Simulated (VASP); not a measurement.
Write the native input for VASP 6.6.1 that does the following.

| Item | Value |
| --- | --- |
| Task | single point |
| Functional | PBE |
| Potentials or basis | VASP PAW PBE potentials, release 64 (Nb_sv) |
| Cutoff | 520 eV |
| k mesh | 16 × 16 × 16 |
| Occupations | fermi-dirac, width 0.08 eV |
| Spin | no spin polarisation |
| Dipole correction | no |
| Further INCAR settings | ALGO = Normal; EDIFF = 1e-06; NBANDS = 12 |

The structure of Nb lies in POSCAR:

```
Nb
1.0
   -1.6661220320      1.6661220320      1.6661220320
    1.6661220320     -1.6661220320      1.6661220320
    1.6661220320      1.6661220320     -1.6661220320
Nb
1
Direct
    0.0000000000      0.0000000000      0.0000000000
```

One way to write it, as run:

INCAR

```
SYSTEM = Nb
PREC = Accurate
ENCUT = 520
EDIFF = 1E-6
ISMEAR = -1
SIGMA = 0.08
LREAL = .FALSE.
LASPH = .TRUE.
NELM = 80
ALGO = Normal
ISIF = 2
LWAVE = .FALSE.
LCHARG = .TRUE.
GGA = PE
LELF = .TRUE.
LVHAR = .TRUE.
NBANDS = 12
```

KPOINTS

```
regular mesh
0
G
  16 16 16
  0 0 0
```

Potentials or basis: VASP PAW PBE potentials, release 64 (Nb_sv).

The run is started by

```console
$ cat potpaw_PBE.64/Nb_sv/POTCAR > POTCAR
$ mpirun -np 1 vasp_std > vasp.out
```

Results of the run:

```yaml
Pressure: -3.6 GPa
```

Wall time 19 s on 1 thread of Intel Xeon 6975P-C, on a shared host, peak memory 0.16 GiB.
